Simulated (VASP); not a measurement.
# GaP (F-43m) in VASP: a series of runs

GaP is run at these levels: LDA; tasks: single point.

Everything below comes from runs of VASP 6.6.1. Logs are shortened: lines on timing, memory, paths and dates and some standing lists are left out, and cuts for length are marked.

**Experimental background.**

“Stacking defects in GaP nanowires: Electronic structure and optical properties”, 2018, arxiv:1810.01194 quotes, for a bulk crystal of GaP at 10 K: band gap 2.34 eV (indirect).

How close the calculation comes is told below.

### Step 1. The cell of the first run

Symmetry: F-43m, No. 216, cubic system. The conventional cell has a = 5.337 Å, b = 5.337 Å, c = 5.337 Å, α = 90.00°, β = 90.00°, γ = 90.00°. Within 3.1 Å of Ga (site symmetry -43m) lie 4 P at 2.31 Å. Within 3.1 Å of P (site symmetry -43m) lie 4 Ga at 2.31 Å.

### Step 2. Single point, LDA (19.00 Å³/atom)

INCAR reads:

```
SYSTEM = GaP
PREC = Accurate
ENCUT = 500
EDIFF = 1E-6
ISMEAR = 0
SIGMA = 0.02
LREAL = .FALSE.
LASPH = .TRUE.
NELM = 120
ALGO = Normal
ISIF = 2
LWAVE = .FALSE.
LCHARG = .FALSE.
NBANDS = 16
GGA_COMPAT = .FALSE.
```

KPOINTS reads:

```
Automatic mesh
0
G
  8 8 8
  0 0 0
```

POSCAR reads:

```
GaP
1.0
    0.0000000000      2.6684194128      2.6684194128
    2.6684194128      0.0000000000      2.6684194128
    2.6684194128      2.6684194128      0.0000000000
Ga P
1 1
Direct
    0.0000000000      0.0000000000      0.0000000000
    0.2500000000      0.2500000000      0.2500000000
```

Potentials or basis: VASP PAW LDA potentials, release 64 (Ga_d, P).

On the command line:

```sh
$ cat potpaw_LDA.64/Ga_d/POTCAR potpaw_LDA.64/P/POTCAR > POTCAR
$ mpirun -np 1 vasp_std > vasp.out
```

OUTCAR:

```text
SYSTEM = GaP
   PREC = Accurate
   ENCUT = 500
   EDIFF = 1E-6
   ISMEAR = 0
   LREAL = .FALSE.
   LASPH = .TRUE.
   NELM = 120
   ISIF = 2

 ion  position               nearest neighbor table
   1  0.000  0.000  0.000-   2 2.31   2 2.31   2 2.31   2 2.31
   2  0.250  0.250  0.250-   1 2.31   1 2.31   1 2.31   1 2.31

  LATTYP: Found a face centered cubic cell.
 ALAT       =     5.3368388256

  Lattice vectors:

 A1 = (   0.0000000000,   2.6684194128,   2.6684194128)
 A2 = (   2.6684194128,   0.0000000000,   2.6684194128)
 A3 = (   2.6684194128,   2.6684194128,   0.0000000000)

Analysis of symmetry for initial positions (statically):
=====================================================================
 Subroutine PRICEL returns:
 Original cell was already a primitive cell.

 Routine SETGRP: Setting up the symmetry group for a
 face centered cubic supercell.

 Subroutine GETGRP returns: Found 24 space group operations
 (whereof 24 operations were pure point group operations)
 out of a pool of 48 trial point group operations.

The static configuration has the point symmetry T_d .

Analysis of symmetry for dynamics (positions and initial velocities):
=====================================================================
 Subroutine PRICEL returns:
 Original cell was already a primitive cell.

 Routine SETGRP: Setting up the symmetry group for a
 face centered cubic supercell.

 Subroutine GETGRP returns: Found 24 space group operations
 (whereof 24 operations were pure point group operations)
 out of a pool of 48 trial point group operations.

The dynamic configuration has the point symmetry T_d .

 Subroutine INISYM returns: Found 24 space group operations
 (whereof 24 operations are pure point group operations),
 and found     1 'primitive' translations

----------------------------------------------------------------------------------------

                                     Primitive cell

  volume of cell :      38.0008

  direct lattice vectors                    reciprocal lattice vectors
     0.000000000  2.668419413  2.668419413    -0.187376841  0.187376841  0.187376841
     2.668419413  0.000000000  2.668419413     0.187376841 -0.187376841  0.187376841
     2.668419413  2.668419413  0.000000000     0.187376841  0.187376841 -0.187376841

  length of vectors
     3.773714924  3.773714924  3.773714924     0.324546209  0.324546209  0.324546209

  position of ions in fractional coordinates (direct lattice)
     0.000000000  0.000000000  0.000000000
     0.250000000  0.250000000  0.250000000

  ion indices of the primitive-cell ions
   primitive index   ion index
                 1           1
                 2           2

----------------------------------------------------------------------------------------

 KPOINTS: Automatic mesh

Automatic generation of k-mesh.
 Grid dimensions read from file:
 generate k-points for:    8    8    8

 Generating k-lattice:

  Cartesian coordinates                     Fractional coordinates (reciprocal lattice)
    -0.023422105  0.023422105  0.023422105     0.125000000  0.000000000  0.000000000
     0.023422105 -0.023422105  0.023422105     0.000000000  0.125000000  0.000000000
     0.023422105  0.023422105 -0.023422105     0.000000000  0.000000000  0.125000000

  Length of vectors
     0.040568276  0.040568276  0.040568276

  Shift w.r.t. Gamma in fractional coordinates (k-lattice)
     0.000000000  0.000000000  0.000000000

 Subroutine IBZKPT returns following result:
 ===========================================

 Found     29 irreducible k-points:

 Following reciprocal coordinates:
            Coordinates               Weight
  0.000000  0.000000  0.000000      1.000000
  0.125000  0.000000  0.000000      8.000000
  0.250000  0.000000  0.000000      8.000000
  0.375000  0.000000  0.000000      8.000000
  0.500000  0.000000  0.000000      4.000000
  0.125000  0.125000  0.000000      6.000000
[... 16 lines left out ...]
  0.500000  0.250000  0.125000     48.000000
 -0.375000  0.250000  0.125000     24.000000
 [... further k-points ...]
   k-points           NKPTS =     29   k-points in BZ     NKDIM =     29   number of bands    NBANDS=     16
   number of dos      NEDOS =    301   number of ions     NIONS =      2
   total plane-waves  NPLWV =  21952
   dimension x,y,z NGX =    28 NGY =   28 NGZ =   28
   dimension x,y,z NGXF=    56 NGYF=   56 NGZF=   56
   ions per type =               1   1
   NGX,Y,Z   is equivalent  to a cutoff of  12.34, 12.34, 12.34 a.u.
   NGXF,Y,Z  is equivalent  to a cutoff of  24.67, 24.67, 24.67 a.u.
 SYSTEM =  GaP
   PREC   = accura    normal or accurate (medium, high low for compatibility)
   ISTART =      0    job   : 0-new  1-cont  2-samecut
   ICHARG =      2    charge: 1-file 2-atom 10-const
   ISPIN  =      1    spin polarized calculation?
   LNONCOLLINEAR =      F non collinear calculations
   LSORBIT =      F    spin-orbit coupling
   LASPH  =      T    aspherical Exc in radial PAW
   ENCUT  =  500.0 eV  36.75 Ry    6.06 a.u.   6.88  6.88  6.88*2*pi/ulx,y,z
   NELM   =    120;   NELMIN=  2; NELMDL= -5     # of ELM steps
   EDIFF  = 0.1E-05   stopping-criterion for ELM
   LREAL  =      F    real-space projection
   EDIFFG = 0.1E-04   stopping-criterion for IOM
   NSW    =      0    number of steps for IOM
   IBRION =     -1    ionic relax: 0-MD 1-quasi-New 2-CG
   NFREE  =      0    steps in history (QN), initial steepest desc. (CG)
   ISIF   =      2    stress and relaxation
   ISYM   =      2    0-nonsym 1-usesym 2-fastsym
   POTIM  = 0.5000    time-step for ionic-motion
   TEBEG  =    0.0;   TEEND  =   0.0 temperature during run
   PSTRESS=    0.0 pullay stress
   NELECT =      18.0000    total number of electrons
   NUPDOWN=      -1.0000    fix difference up-down
   EMIN   =  10.00;   EMAX   =-10.00  energy-range for DOS
   EFERMI =   0.00;   METHOD = LEGACY
   ISMEAR =     0;   SIGMA  =   0.02  broadening in eV -4-tet -1-fermi 0-gaus
   EFERMI_NEDOS =   21; number of points for ismear=-14 and -15
   IALGO  =     38    algorithm
   IMIX   =      4    mixing-type and parameters
     AMIX     =   0.40;   BMIX     =  1.00
     AMIX_MAG =   1.60;   BMIX_MAG =  1.00
  volume/ion in A,a.u.               =      19.00       128.22
[... 37 lines left out ...]
      3      -9.6511      2.00000
      4      -9.5324      2.00000
      5      -9.5324      2.00000
      6      -7.8238      2.00000
[... 8 lines left out ...]
     15      15.0650      0.00000
     16      15.0650      0.00000

 k-point     2 :       0.1250    0.0000    0.0000
  band No.  band energies     occupation
      1      -9.6681      2.00000
      2      -9.6454      2.00000
      3      -9.6454      2.00000
      4      -9.5325      2.00000
      5      -9.5325      2.00000
      6      -7.6040      2.00000
[... 8 lines left out ...]
     15      14.3648      0.00000
     16      14.9073      0.00000

 k-point     3 :       0.2500    0.0000    0.0000
  band No.  band energies     occupation
      1      -9.7043      2.00000
      2      -9.6333      2.00000
      3      -9.6333      2.00000
      4      -9.5310      2.00000
      5      -9.5310      2.00000
      6      -6.9793      2.00000
[... 8 lines left out ...]
     15      14.1677      0.00000
     16      15.0320      0.00000

 k-point     4 :       0.3750    0.0000    0.0000
  band No.  band energies     occupation
      1      -9.7362      2.00000
      2      -9.6242      2.00000
      3      -9.6242      2.00000
      4      -9.5264      2.00000
      5      -9.5264      2.00000
      6      -6.0921      2.00000
[... 8 lines left out ...]
     15      15.4522      0.00000
     16      15.4522      0.00000

 k-point     5 :       0.5000    0.0000    0.0000
  band No.  band energies     occupation
      1      -9.7485      2.00000
      2      -9.6215      2.00000
      3      -9.6215      2.00000
      4      -9.5234      2.00000
      5      -9.5234      2.00000
      6      -5.5249      2.00000
[... 8 lines left out ...]
     15      17.0482      0.00000
     16      17.0482      0.00000

 k-point     6 :       0.1250    0.1250    0.0000
  band No.  band energies     occupation
      1      -9.6784      2.00000
      2      -9.6400      2.00000
      3      -9.6400      2.00000
      4      -9.5377      2.00000
      5      -9.5285      2.00000
      6      -7.5315      2.00000
[... 8 lines left out ...]
     15      15.3118      0.00000
     16      15.3170      0.00000

 k-point     7 :       0.2500    0.1250    0.0000
  band No.  band energies     occupation
      1      -9.7066      2.00000
      2      -9.6299      2.00000
      3      -9.6273      2.00000
      4      -9.5417      2.00000
      5      -9.5249      2.00000
      6      -7.0415      2.00000
[... 8 lines left out ...]
     15      15.2856      0.00000
     16      16.3795      0.00000

 k-point     8 :       0.3750    0.1250    0.0000
  band No.  band energies     occupation
      1      -9.7342      2.00000
      2      -9.6220      2.00000
      3      -9.6169      2.00000
      4      -9.5396      2.00000
      5      -9.5215      2.00000
      6      -6.2241      2.00000
[... 8 lines left out ...]
     15      16.0859      0.00000
     16      16.2018      0.00000

 k-point     9 :       0.5000    0.1250    0.0000
  band No.  band energies     occupation
      1      -9.7491      2.00000
      2      -9.6188      2.00000
      3      -9.6134      2.00000
      4      -9.5321      2.00000
      5      -9.5219      2.00000
      6      -5.4445      2.00000
[... 8 lines left out ...]
     15      17.0505      0.00000
     16      17.3615      0.00000
[... 172 lines left out ...]
 k-point    19 :       0.5000    0.3750    0.0000
  band No.  band energies     occupation
      1      -9.7785      2.00000
      2      -9.5845      2.00000
      3      -9.5780      2.00000
      4      -9.5688      2.00000
      5      -9.5098      2.00000
      6      -4.7791      2.00000
[... 8 lines left out ...]
     15      17.3853      0.00000
     16      18.7539      0.00000

 k-point    20 :      -0.3750    0.3750    0.0000
  band No.  band energies     occupation
      1      -9.7690      2.00000
      2      -9.5965      2.00000
      3      -9.5828      2.00000
      4      -9.5572      2.00000
      5      -9.5176      2.00000
      6      -4.5503      2.00000
[... 8 lines left out ...]
     15      15.6773      0.00000
     16      20.2826      0.00000

 k-point    21 :       0.5000    0.5000    0.0000
  band No.  band energies     occupation
      1      -9.7877      2.00000
      2      -9.5786      2.00000
      3      -9.5719      2.00000
      4      -9.5719      2.00000
      5      -9.5058      2.00000
      6      -4.5190      2.00000
[... 8 lines left out ...]
     15      17.7523      0.00000
     16      18.3882      0.00000

 k-point    22 :       0.3750    0.2500    0.1250
  band No.  band energies     occupation
      1      -9.7304      2.00000
      2      -9.6191      2.00000
      3      -9.6141      2.00000
      4      -9.5464      2.00000
      5      -9.5214      2.00000
      6      -6.4482      2.00000
[... 8 lines left out ...]
     15      16.4948      0.00000
     16      17.7977      0.00000

 k-point    23 :       0.5000    0.2500    0.1250
  band No.  band energies     occupation
      1      -9.7476      2.00000
      2      -9.6150      2.00000
      3      -9.6031      2.00000
      4      -9.5439      2.00000
      5      -9.5216      2.00000
      6      -5.6071      2.00000
[... 8 lines left out ...]
     15      16.9108      0.00000
     16      18.1885      0.00000

 k-point    24 :      -0.3750    0.2500    0.1250
  band No.  band energies     occupation
      1      -9.7540      2.00000
      2      -9.6145      2.00000
      3      -9.5993      2.00000
      4      -9.5394      2.00000
      5      -9.5237      2.00000
      6      -5.0762      2.00000
[... 8 lines left out ...]
     15      17.2795      0.00000
     16      17.9469      0.00000

 [... further k-points ...]

------------------------ aborting loop because EDIFF is reached ----------------------------------------

  FORCE on cell =-STRESS in cart. coord.  units (eV):
  Direction    XX          YY          ZZ          XY          YZ          ZX
  --------------------------------------------------------------------------------------
  -------------------------------------------------------------------------------------
  Total        0.7157532      0.7157532      0.7157532     -0.0000000      0.0000000      0.0000000
  in kB       30.1773865     30.1773865     30.1773865     -0.0000000      0.0000000      0.0000000
  external PRESSURE =      30.1773865 kB  Pullay stress =       0.0000000 kB

 VOLUME and BASIS-vectors are now :
 -----------------------------------------------------------------------------
  energy-cutoff  :      500.00
  volume of cell :       38.00
      direct lattice vectors                 reciprocal lattice vectors
     0.000000000  2.668419413  2.668419413    -0.187376841  0.187376841  0.187376841
     2.668419413  0.000000000  2.668419413     0.187376841 -0.187376841  0.187376841
     2.668419413  2.668419413  0.000000000     0.187376841  0.187376841 -0.187376841

 POSITION                                       TOTAL-FORCE (eV/Angst)
 -----------------------------------------------------------------------------------
      0.00000      0.00000      0.00000         0.000000      0.000000      0.000000
      1.33421      1.33421      1.33421        -0.000000     -0.000000     -0.000000
 -----------------------------------------------------------------------------------
    total drift:                                0.000001      0.000001      0.000000

  FREE ENERGIE OF THE ION-ELECTRON SYSTEM (eV)
  ---------------------------------------------------
  free  energy   TOTEN  =       -10.4391477313 eV

  energy  without entropy=      -10.4391477313  energy(sigma->0) =      -10.43914773
```

Run time: 21 s. Hardware: 1 thread of AMD EPYC 7R13, shared host; peak memory 0.12 GiB.

What came out:

```
Free energy            : -10.4391 eV
Pressure               : 3.0 GPa
Band gap on the k mesh : 1.36 eV (least direct gap 2.17 eV)
```

Caveat: the cell stands under pressure.

### Step 3. Single point, LDA

This run uses another cell than the first one, of 19.59 Å³/atom.

INCAR reads:

```
ALGO     = Normal         # electronic algorithm
EDIFF    = 1E-6           # SCF threshold, eV
ENCUT    = 500            # plane-wave cutoff, eV
GGA_COMPAT= False        
ISIF     = 2              # what is computed and relaxed
ISMEAR   = 0              # smearing method
LASPH    = True           # aspherical terms in the spheres
LCHARG   = True           # write CHGCAR
LELF     = True           # ELF
LREAL    = False          # projectors in reciprocal space
LVHAR    = True         
LWAVE    = False          # write WAVECAR
NBANDS   = 16             # bands
NELM     = 120            # most SCF steps
PREC     = Accurate       # precision mode
SIGMA    = 0.02           # smearing width, eV
```

KPOINTS reads:

```
k-points
0
Gamma
  8 8 8
```

POSCAR reads:

```
GaP
1.0
    0.0000000000      2.6956500631      2.6956500631
    2.6956500631      0.0000000000      2.6956500631
    2.6956500631      2.6956500631      0.0000000000
Ga P
1 1
Direct
    0.0000000000      0.0000000000      0.0000000000
    0.2500000000      0.2500000000      0.2500000000
```

Potentials or basis: VASP PAW LDA potentials, release 64 (Ga_d, P).

On the command line:

```sh
$ cat potpaw_LDA.64/Ga_d/POTCAR potpaw_LDA.64/P/POTCAR > POTCAR
$ mpirun -np 1 vasp_std > vasp.out
```

Run time: 30 s. Hardware: 1 thread of AMD EPYC 7R13, shared host; peak memory 0.12 GiB.

It converged, with:

```yaml
Free_energy: -10.4507 eV
Pressure: 0.1 GPa
Band_gap_on_the_k_mesh: 1.43 eV (least direct gap 1.91 eV)
```

Levels at points of the mesh, in eV from the valence-band top:
```
           k point  band 7  band 8  band 9  band 10  band 11  band 12
(0.00, 0.00, 0.00)    0.00    0.00    0.00     1.91     3.78     3.78
(0.50, 0.00, 0.00)   -6.90   -1.18   -1.18     1.62     4.62     4.62
(0.50, 0.50, 0.00)   -7.00   -2.82   -2.82     1.43     1.65    10.70
```

### Step 4. Single point, LDA (20.18 Å³/atom)

This run uses another cell than the first one, of 20.18 Å³/atom.

INCAR reads:

```
PREC = Accurate
ENCUT = 500
EDIFF = 1E-6
ISMEAR = 0
SIGMA = 0.02
LREAL = False
LASPH = True
NELM = 120
ALGO = Normal
ISIF = 2
LWAVE = False
LCHARG = False
GGA = CA
NBANDS = 16
GGA_COMPAT = False
```

KPOINTS reads:

```
Automatic mesh
0
Gamma
  8 8 8
```

POSCAR reads:

```
GaP
1.0
    0.0000000000      2.7223414035      2.7223414035
    2.7223414035      0.0000000000      2.7223414035
    2.7223414035      2.7223414035      0.0000000000
Ga P
1 1
Direct
    0.0000000000      0.0000000000      0.0000000000
    0.2500000000      0.2500000000      0.2500000000
```

On the command line:

```sh
$ cat potpaw_LDA.64/Ga_d/POTCAR potpaw_LDA.64/P/POTCAR > POTCAR
$ mpirun -np 1 vasp_std > vasp.out
```

Wall time 27 s (1 thread of AMD EPYC 7R13, shared host); peak memory 0.12 GiB.

Results (log left out):

* Free energy: -10.4422 eV
* Pressure: -2.4 GPa
* Band gap on the k mesh: 1.49 eV (least direct gap 1.66 eV)

Levels at points of the mesh, in eV from the valence-band top:
```tsv
k point	band 6	band 7	band 8	band 9	band 10	band 11	band 12	band 13
(0.00, 0.00, 0.00)	-12.53	0.00	0.00	0.00	1.66	3.79	3.79	3.79
(0.50, 0.00, 0.00)	-10.44	-6.73	-1.13	-1.13	1.53	4.63	4.63	8.05
(0.50, 0.50, 0.00)	-9.52	-6.85	-2.72	-2.72	1.49	1.68	10.48	10.48
```

### Step 5. Single point, LDA (20.76 Å³/atom)

This run uses another cell than the first one, of 20.76 Å³/atom.

INCAR reads:

```
SYSTEM = GaP
ALGO = Normal ; EDIFF = 1E-6
ENCUT = 500 ; GGA_COMPAT = .FALSE.
ISIF = 2 ; ISMEAR = 0
LASPH = .TRUE. ; LCHARG = .FALSE.
LREAL = .FALSE. ; LWAVE = .FALSE.
NBANDS = 16 ; NELM = 120
PREC = Accurate ; SIGMA = 0.02
```

KPOINTS reads:

```
k-points
0
G
  8 8 8
  0 0 0
```

POSCAR reads:

```
GaP
1.0
    0.0000000000      2.7485193691      2.7485193691
    2.7485193691      0.0000000000      2.7485193691
    2.7485193691      2.7485193691      0.0000000000
Ga P
1 1
Direct
    0.0000000000      0.0000000000      0.0000000000
    0.2500000000      0.2500000000      0.2500000000
```

On the command line:

```sh
$ cat potpaw_LDA.64/Ga_d/POTCAR potpaw_LDA.64/P/POTCAR > POTCAR
$ mpirun -np 1 vasp_std > vasp.out
```

Run time: 25 s. Hardware: 1 thread of AMD EPYC 7R13, shared host; peak memory 0.12 GiB.

The run converged. Its results:

| Quantity | Value |
| --- | --- |
| Free energy | -10.4168 eV |
| Pressure | -4.6 GPa |
| Band gap on the k mesh | 1.43 eV |

Levels at points of the mesh, in eV from the valence-band top:
```tsv
k point	band 5	band 6	band 7	band 8	band 9	band 10	band 11	band 12	band 13	band 14
(0.00, 0.00, 0.00)	-14.57	-12.32	0.00	0.00	0.00	1.43	3.80	3.80	3.80	8.38
(0.50, 0.00, 0.00)	-14.57	-10.32	-6.57	-1.09	-1.09	1.44	4.64	4.64	8.00	10.46
(0.50, 0.50, 0.00)	-14.55	-9.43	-6.72	-2.62	-2.62	1.55	1.70	10.26	10.26	10.73
```

Caveat: the cell stands under tension.

### Step 6. The runs side by side

| cell | gap on the mesh (eV) | pressure (GPa) |
| --- | --- | --- |
| a = 3.774 Å, angles 60.0°, 2 atoms | 1.36 | 3.0 |
| a = 3.812 Å, angles 60.0°, 2 atoms | 1.43 | 0.1 |
| a = 3.850 Å, angles 60.0°, 2 atoms | 1.49 | -2.4 |
| a = 3.887 Å, angles 60.0°, 2 atoms | 1.43 | -4.6 |

Alike in all rows: task single point; level LDA; potentials or basis VASP PAW LDA potentials, release 64 (Ga_d, P); no spin polarisation; k mesh 8 × 8 × 8; cutoff (eV) 500; smearing gaussian 0.02 eV.

Caveats: the cell stands under pressure (at least some runs); the cell stands under tension (at least some runs).

Total energies depend on the potentials used, so only differences within one code and one set of settings carry meaning.

### Step 7. Against experiment

Step 3. Against the measured gap of GaP, 2.34 eV (indirect; 10 K; quoted in “Stacking defects in GaP nanowires: Electronic structure and optical properties”, 2018, arxiv:1810.01194), the calculated 1.43 eV is off by -0.91 eV. Spin-orbit coupling on Ga is left out. The value is that of LDA on a finite k mesh, which can miss the band edges, without temperature or zero-point motion. Semilocal functionals fall short of measured gaps as a rule.
